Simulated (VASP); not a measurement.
Au:

```
Au
1.0
     2.63589    0.00000    0.00000
     0.00000    2.63589    0.00000
     0.00000    0.00000    2.63589
Au
1
Direct
  0.00000 0.00000 0.00000
```

* Program: VASP 6.6.1
* Task: relaxation of cell and atoms
* Functional: BLYP
* Potentials or basis: VASP PAW PBE potentials, release 64 (Au)
* Cutoff: 600 eV
* k mesh: 12 × 12 × 12
* Occupations: fermi-dirac, width 0.1 eV
* Spin: no spin polarisation

At the start: pressure 29.6 GPa; volume 18.31 Å³/atom.

Question: Where does the relaxation end?

Answer: Over 19 steps the energy falls by 305.1 meV/atom and the volume is 22.42 Å³/atom (+22.4 %); space group Pm-3m (No. 221, to 0.05 Å).

The path:
| step | energy change (eV) | largest force (eV/Å) | pressure (GPa) | volume (Å³) |
| --- | --- | --- | --- | --- |
| 1 | 0.0000 | 0.0000 | 29.59 | 18.31 |
| 2 | -0.0464 | 0.0000 | -9.45 | 28.82 |
| 3 | -0.3047 | 0.0000 | -0.65 | 22.63 |
| 4 | -0.3051 | 0.0000 | -0.24 | 22.50 |
| 5 | -0.3051 | 0.0000 | 0.08 | 22.41 |
| 6 | -0.3051 | 0.0000 | 0.09 | 22.42 |
| 7 | -0.3051 | 0.0000 | 0.09 | 22.42 |
| 8 | -0.3051 | 0.0000 | 0.09 | 22.42 |
| 9 | -0.3051 | 0.0000 | 0.09 | 22.42 |
| 10 | -0.3051 | 0.0000 | 0.09 | 22.42 |
| 11 | -0.3051 | 0.0000 | 0.09 | 22.42 |
| 12 | -0.3051 | 0.0000 | 0.09 | 22.42 |
| 13 | -0.3051 | 0.0000 | 0.09 | 22.42 |
| 14 | -0.3051 | 0.0000 | 0.09 | 22.42 |
| 15 | -0.3051 | 0.0000 | 0.09 | 22.42 |
| 16 | -0.3051 | 0.0000 | 0.09 | 22.42 |
| 17 | -0.3051 | 0.0000 | 0.09 | 22.42 |
| 18 | -0.3051 | 0.0000 | 0.09 | 22.42 |
| 19 | -0.3051 | 0.0000 | 0.07 | 22.42 |

Final structure:
```
CELL_PARAMETERS angstrom
2.81977 0.00000 0.00000
0.00000 2.81977 0.00000
0.00000 0.00000 2.81977
ATOMIC_POSITIONS crystal
Au 0.00000 0.00000 0.00000
```

Caveat: the volume moved by over 15 % at a fixed basis, so the end points are rough; the PAW data sets were made with another functional, which shifts forces and pressure a little.
